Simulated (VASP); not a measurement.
# Ni (Fm-3m) in VASP: notebook

The runs below take Ni through single point, with PBE.

Program: VASP 6.6.1. These are calculated values, not measurements. Logs are shortened: lines on timing, memory, paths and dates and some standing lists are left out, and cuts for length are marked.

## Step 1: The cell of the first run

Symmetry: Fm-3m, No. 225, cubic system. Conventional cell: a = 3.372 Å, b = 3.372 Å, c = 3.372 Å, α = 90.00°, β = 90.00°, γ = 90.00°. Ni (site symmetry m-3m) has 12 Ni at 2.38 Å within 3.1 Å.

## Step 2: Single point, PBE, collinear spin, ferromagnetic start

INCAR

```
PREC = Accurate
ENCUT = 520
EDIFF = 1E-6
ISMEAR = 0
SIGMA = 0.15
LREAL = F
LASPH = T
NELM = 150
ALGO = Normal
ISIF = 2
LWAVE = F
LCHARG = F
ISPIN = 2
MAGMOM = 0.875
LORBIT = 11
NUPDOWN = 0.875
LMAXMIX = 4
GGA = PE
NBANDS = 15
```

KPOINTS

```
Automatic mesh
0
Gamma
  24 24 24
```

POSCAR

```
Ni
1.0
    0.0000000000      1.6857517331      1.6857517331
    1.6857517331      0.0000000000      1.6857517331
    1.6857517331      1.6857517331      0.0000000000
Ni
1
Direct
    0.0000000000      0.0000000000      0.0000000000
```

Potentials or basis: VASP PAW PBE potentials, release 64 (Ni).

Started as:

```
> cat potpaw_PBE.64/Ni/POTCAR > POTCAR
> mpirun -np 1 vasp_std > vasp.out
```

OUTCAR:

```text
PREC = Accurate
   ENCUT = 520
   EDIFF = 1E-6
   ISMEAR = 0
   LREAL = F
   LASPH = T
   NELM = 150
   ISIF = 2
   ISPIN = 2
   LORBIT = 11
   NUPDOWN = 0.875
   GGA = PE

 ion  position               nearest neighbor table
   1  0.000  0.000  0.000-

  LATTYP: Found a face centered cubic cell.
 ALAT       =     3.3715034662

  Lattice vectors:

 A1 = (   0.0000000000,   1.6857517331,   1.6857517331)
 A2 = (   1.6857517331,   0.0000000000,   1.6857517331)
 A3 = (   1.6857517331,   1.6857517331,   0.0000000000)

Analysis of symmetry for initial positions (statically):
=====================================================================
 Subroutine PRICEL returns:
 Original cell was already a primitive cell.

 Routine SETGRP: Setting up the symmetry group for a
 face centered cubic supercell.

 Subroutine GETGRP returns: Found 48 space group operations
 (whereof 48 operations were pure point group operations)
 out of a pool of 48 trial point group operations.

The static configuration has the point symmetry O_h .

Analysis of symmetry for dynamics (positions and initial velocities):
=====================================================================
 Subroutine PRICEL returns:
 Original cell was already a primitive cell.

 Routine SETGRP: Setting up the symmetry group for a
 face centered cubic supercell.

 Subroutine GETGRP returns: Found 48 space group operations
 (whereof 48 operations were pure point group operations)
 out of a pool of 48 trial point group operations.

The dynamic configuration has the point symmetry O_h .

Analysis of structural, dynamic, and magnetic symmetry:
=====================================================================
 Subroutine PRICEL returns:
 Original cell was already a primitive cell.

 Routine SETGRP: Setting up the symmetry group for a
 face centered cubic supercell.

 Subroutine GETGRP returns: Found 48 space group operations
 (whereof 48 operations were pure point group operations)
 out of a pool of 48 trial point group operations.

The overall configuration has the point symmetry O_h .

 Subroutine INISYM returns: Found 48 space group operations
 (whereof 48 operations are pure point group operations),
 and found     1 'primitive' translations

----------------------------------------------------------------------------------------

                                     Primitive cell

  volume of cell :       9.5810

  direct lattice vectors                    reciprocal lattice vectors
     0.000000000  1.685751733  1.685751733    -0.296603581  0.296603581  0.296603581
     1.685751733  0.000000000  1.685751733     0.296603581 -0.296603581  0.296603581
     1.685751733  1.685751733  0.000000000     0.296603581  0.296603581 -0.296603581

  length of vectors
     2.384012964  2.384012964  2.384012964     0.513732471  0.513732471  0.513732471

  position of ions in fractional coordinates (direct lattice)
     0.000000000  0.000000000  0.000000000

  ion indices of the primitive-cell ions
   primitive index   ion index
                 1           1

----------------------------------------------------------------------------------------

 KPOINTS: Automatic mesh

Automatic generation of k-mesh.
 Grid dimensions read from file:
 generate k-points for:   24   24   24

 Generating k-lattice:

  Cartesian coordinates                     Fractional coordinates (reciprocal lattice)
    -0.012358483  0.012358483  0.012358483     0.041666667  0.000000000  0.000000000
     0.012358483 -0.012358483  0.012358483     0.000000000  0.041666667  0.000000000
     0.012358483  0.012358483 -0.012358483     0.000000000  0.000000000  0.041666667

  Length of vectors
     0.021405520  0.021405520  0.021405520

  Shift w.r.t. Gamma in fractional coordinates (k-lattice)
     0.000000000  0.000000000  0.000000000

 Subroutine IBZKPT returns following result:
 ===========================================

 Found    413 irreducible k-points:

 Following reciprocal coordinates:
            Coordinates               Weight
  0.000000  0.000000  0.000000      1.000000
  0.041667  0.000000  0.000000      8.000000
  0.083333  0.000000  0.000000      8.000000
  0.125000  0.000000  0.000000      8.000000
  0.166667  0.000000  0.000000      8.000000
  0.208333  0.000000  0.000000      8.000000
[... 16 lines left out ...]
  0.416667  0.041667  0.000000     24.000000
  0.458333  0.041667  0.000000     24.000000
 [... further k-points ...]
   k-points           NKPTS =    413   k-points in BZ     NKDIM =    413   number of bands    NBANDS=     15
   number of dos      NEDOS =    301   number of ions     NIONS =      1
   total plane-waves  NPLWV =   5832
   dimension x,y,z NGX =    18 NGY =   18 NGZ =   18
   dimension x,y,z NGXF=    36 NGYF=   36 NGZF=   36
   ions per type =               1
   NGX,Y,Z   is equivalent  to a cutoff of  12.55, 12.55, 12.55 a.u.
   NGXF,Y,Z  is equivalent  to a cutoff of  25.10, 25.10, 25.10 a.u.
 SYSTEM =  unknown system
   PREC   = accura    normal or accurate (medium, high low for compatibility)
   ISTART =      0    job   : 0-new  1-cont  2-samecut
   ICHARG =      2    charge: 1-file 2-atom 10-const
   ISPIN  =      2    spin polarized calculation?
   LNONCOLLINEAR =      F non collinear calculations
   LSORBIT =      F    spin-orbit coupling
   LASPH  =      T    aspherical Exc in radial PAW
   ENCUT  =  520.0 eV  38.22 Ry    6.18 a.u.   4.43  4.43  4.43*2*pi/ulx,y,z
   NELM   =    150;   NELMIN=  2; NELMDL= -5     # of ELM steps
   EDIFF  = 0.1E-05   stopping-criterion for ELM
   LREAL  =      F    real-space projection
   EDIFFG = 0.1E-04   stopping-criterion for IOM
   NSW    =      0    number of steps for IOM
   IBRION =     -1    ionic relax: 0-MD 1-quasi-New 2-CG
   NFREE  =      0    steps in history (QN), initial steepest desc. (CG)
   ISIF   =      2    stress and relaxation
   ISYM   =      2    0-nonsym 1-usesym 2-fastsym
   POTIM  = 0.5000    time-step for ionic-motion
   TEBEG  =    0.0;   TEEND  =   0.0 temperature during run
   PSTRESS=    0.0 pullay stress
   NELECT =      10.0000    total number of electrons
   NUPDOWN=       0.8750    fix difference up-down
   EMIN   =  10.00;   EMAX   =-10.00  energy-range for DOS
   EFERMI =   0.00;   METHOD = LEGACY
   ISMEAR =     0;   SIGMA  =   0.15  broadening in eV -4-tet -1-fermi 0-gaus
   EFERMI_NEDOS =   21; number of points for ismear=-14 and -15
   IALGO  =     38    algorithm
   IMIX   =      4    mixing-type and parameters
     AMIX     =   0.40;   BMIX     =  1.00
     AMIX_MAG =   1.60;   BMIX_MAG =  1.00
  volume/ion in A,a.u.               =       9.58        64.66
  Fermi-wavevector in a.u.,A,eV,Ry     =   1.660624  3.138124 37.520390  2.757671
  Thomas-Fermi vector in A             =   2.747828
   LORBIT       =     11    0 simple, 1 ext, 2 COOP (PROOUT), +10 PAW based schemes
   GGA     = PE    functional components
   LHFCALC =     F    Hartree Fock is set to
   AEXX    =    0.0000 exact exchange contribution
   IVDW    =     0    specifies the selected vdW correction
   LEPSILON=     F    determine dielectric tensor
   LRPA    =     F    only Hartree local field effects (RPA)
 spin polarized calculation
 Gauss-broadening in eV      SIGMA  =   0.15
  energy-cutoff  :      520.00
  volume of cell :        9.58
 maximum number of plane-waves:       273
 NGX is ok and might be reduce to    18
   NGX =  9   NGY =  9   NGZ =  9

 number of electron      10.0000002 magnetization       0.8750001

 Free energy of the ion-electron system (eV)
  ---------------------------------------------------
  ext. energy  EPLUGINS =         0.00000000
  ---------------------------------------------------
  free energy    TOTEN  =        -5.29587287 eV

  energy without entropy =       -5.28210075  energy(sigma->0) =       -5.28898681

 E-fermi :  11.2271     XC(G=0): -14.0351

 val. band max:       12.1177461583   @ k =   0.4583   0.3750   0.0833
 cond. band min:      11.2275547730   @ k =   0.3333   0.2083   0.0417
 fundamental gap:     -0.8901913853
 Fermi energy:        12.1324836062

 spin component 1

 k-point     1 :       0.0000    0.0000    0.0000
  band No.  band energies     occupation
      1       1.3254      1.00000
      2       8.3168      1.00000
      3       8.3168      1.00000
      4       8.3168      1.00000
      5       9.7068      1.00000
      6       9.7068      1.00000
      7      36.0646      0.00000
      8      40.9237      0.00000
      9      40.9237      0.00000
     10      40.9237      0.00000
     11      44.3624      0.00000
     12      44.3624      0.00000
     13      44.3624      0.00000
     14      46.9679      0.00000
     15      54.8387      0.00000

 k-point     2 :       0.0417    0.0000    0.0000
  band No.  band energies     occupation
      1       1.4004      1.00000
      2       8.2952      1.00000
      3       8.3352      1.00000
      4       8.3352      1.00000
      5       9.6984      1.00000
      6       9.6984      1.00000
      7      35.9182      0.00000
      8      39.8100      0.00000
      9      40.7739      0.00000
     10      40.7739      0.00000
     11      44.5861      0.00000
     12      44.5861      0.00000
     13      44.9936      0.00000
     14      47.6243      0.00000
     15      53.9957      0.00000
[... 365 lines left out ...]
      3       8.4207      1.00000
      4       9.2240      1.00000
      5      10.4150      1.00000
      6      10.5683      1.00000
      7      19.9441      0.00000
      8      34.5650      0.00000
      9      37.0191      0.00000
     10      38.5815      0.00000
     11      41.5990      0.00000
     12      42.8483      0.00000
     13      48.0619      0.00000
     14      55.5492      0.00000
     15      57.3989      0.00000

 k-point    24 :       0.4583    0.0417    0.0000
  band No.  band energies     occupation
      1       5.5848      1.00000
      2       8.3060      1.00000
      3       8.3770      1.00000
      4       9.7256      1.00000
      5      10.4901      1.00000
      6      10.9630      1.00000
      7      18.5976      0.00000
      8      34.3431      0.00000
      9      37.1891      0.00000
     10      38.0061      0.00000
     11      41.6395      0.00000
     12      42.2536      0.00000
     13      48.3818      0.00000
     14      56.1489      0.00000
     15      58.9880      0.00000

 [... further k-points ...]

 spin component 2

 k-point     1 :       0.0000    0.0000    0.0000
  band No.  band energies     occupation
      1       1.3931      1.00000
      2       9.2935      1.00000
      3       9.2935      1.00000
      4       9.2935      1.00000
      5      10.5354      1.00000
      6      10.5354      1.00000
      7      35.9968      0.00000
      8      40.9967      0.00000
      9      40.9967      0.00000
     10      40.9967      0.00000
     11      44.5999      0.00000
     12      44.5999      0.00000
     13      44.5999      0.00000
     14      46.9609      0.00000
     15      55.2112      0.00000

 k-point     2 :       0.0417    0.0000    0.0000
  band No.  band energies     occupation
      1       1.4682      1.00000
      2       9.2688      1.00000
      3       9.3128      1.00000
      4       9.3128      1.00000
      5      10.5264      1.00000
      6      10.5264      1.00000
      7      35.8696      0.00000
      8      39.9047      0.00000
      9      40.8632      0.00000
     10      40.8632      0.00000
     11      44.8051      0.00000
     12      44.8051      0.00000
     13      45.1669      0.00000
     14      47.6441      0.00000
     15      54.3330      0.00000
[... 365 lines left out ...]
      3       9.2724      1.00000
      4       9.6413      1.00000
      5      11.4088      0.04334
      6      11.4555      0.01567
      7      20.4157      0.00000
      8      34.5474      0.00000
      9      37.2262      0.00000
     10      38.7913      0.00000
     11      41.7541      0.00000
     12      43.0094      0.00000
     13      48.3127      0.00000
     14      56.5994      0.00000
     15      58.3611      0.00000

 k-point    24 :       0.4583    0.0417    0.0000
  band No.  band energies     occupation
      1       6.1525      1.00000
      2       9.1312      1.00000
      3       9.2204      1.00000
      4      10.1387      1.00000
      5      11.4952      0.00574
      6      11.7086      0.00000
      7      19.1431      0.00000
      8      34.3225      0.00000
      9      37.3903      0.00000
     10      38.2067      0.00000
     11      41.8019      0.00000
     12      42.4232      0.00000
     13      48.6758      0.00000
     14      57.7628      0.00000
     15      59.4414      0.00000

 [... further k-points ...]
[... 5 lines left out ...]
  --------------------------------------------------------------------------------------
  -------------------------------------------------------------------------------------
  Total        2.2265601      2.2265601      2.2265601     -0.0000000      0.0000000      0.0000000
  in kB      372.3352644    372.3352644    372.3352644     -0.0000000      0.0000000      0.0000000
  external PRESSURE =     372.3352644 kB  Pullay stress =       0.0000000 kB

 VOLUME and BASIS-vectors are now :
 -----------------------------------------------------------------------------
  energy-cutoff  :      520.00
  volume of cell :        9.58
      direct lattice vectors                 reciprocal lattice vectors
     0.000000000  1.685751733  1.685751733    -0.296603581  0.296603581  0.296603581
     1.685751733  0.000000000  1.685751733     0.296603581 -0.296603581  0.296603581
     1.685751733  1.685751733  0.000000000     0.296603581  0.296603581 -0.296603581

 POSITION                                       TOTAL-FORCE (eV/Angst)
 -----------------------------------------------------------------------------------
      0.00000      0.00000      0.00000        -0.000000     -0.000000      0.000000
 -----------------------------------------------------------------------------------
    total drift:                                0.000000     -0.000000      0.000000

  FREE ENERGIE OF THE ION-ELECTRON SYSTEM (eV)
  ---------------------------------------------------
  free  energy   TOTEN  =        -5.2958728746 eV

  energy  without entropy=       -5.2821007529  energy(sigma->0) =       -5.28898681

 total charge

# of ion       s       p       d       tot
------------------------------------------
    1        0.566   0.642   8.354   9.563

 magnetization (x)

# of ion       s       p       d       tot
------------------------------------------
    1        0.004  -0.003   0.867   0.867
```

It took 60 s on 1 thread of AMD EPYC 9R45 (Zen 5), shared host; peak memory 0.17 GiB.

What came out:

```
Free energy                                           : -5.2959 eV
Pressure                                              : 37.2 GPa
Net moment                                            : 0.88 μB per cell
Site moments                                          : Ni +0.87 μB
Valence electrons inside the program's atomic spheres : Ni 9.56
```

Caveat: the total moment is fixed, so each spin has its own Fermi level.

## Step 3: Single point, PBE, collinear spin, ferromagnetic start

This run uses another cell than the first one, of 10.23 Å³/atom, 1.068 times its volume.

INCAR

```
SYSTEM = Ni
ALGO = Normal
EDIFF = 1E-6
ENCUT = 520
GGA = PE
ISIF = 2
ISMEAR = 0
ISPIN = 2
LASPH = .TRUE.
LCHARG = .FALSE.
LMAXMIX = 4
LORBIT = 11
LREAL = .FALSE.
LWAVE = .FALSE.
MAGMOM = 0.75
NBANDS = 15
NELM = 150
NUPDOWN = 0.75
PREC = Accurate
SIGMA = 0.15
```

KPOINTS

```
k-points
0
G
  24 24 24
  0 0 0
```

POSCAR

```
Ni
1.0
    0.0000000000      1.7232110558      1.7232110558
    1.7232110558      0.0000000000      1.7232110558
    1.7232110558      1.7232110558      0.0000000000
Ni
1
Direct
    0.0000000000      0.0000000000      0.0000000000
```

Potentials or basis: VASP PAW PBE potentials, release 64 (Ni).

Started as:

```
> cat potpaw_PBE.64/Ni/POTCAR > POTCAR
> mpirun -np 1 vasp_std > vasp.out
```

It took 60 s on 1 thread of AMD EPYC 9R45 (Zen 5), shared host; peak memory 0.17 GiB.

The run converged. Its results:

* Free energy: -5.4390 eV
* Pressure: 15.3 GPa
* Net moment: 0.75 μB per cell
* Site moments: Ni +0.75 μB
* Valence electrons inside the program's atomic spheres: Ni 9.42

Caveat: the total moment is fixed, so each spin has its own Fermi level.
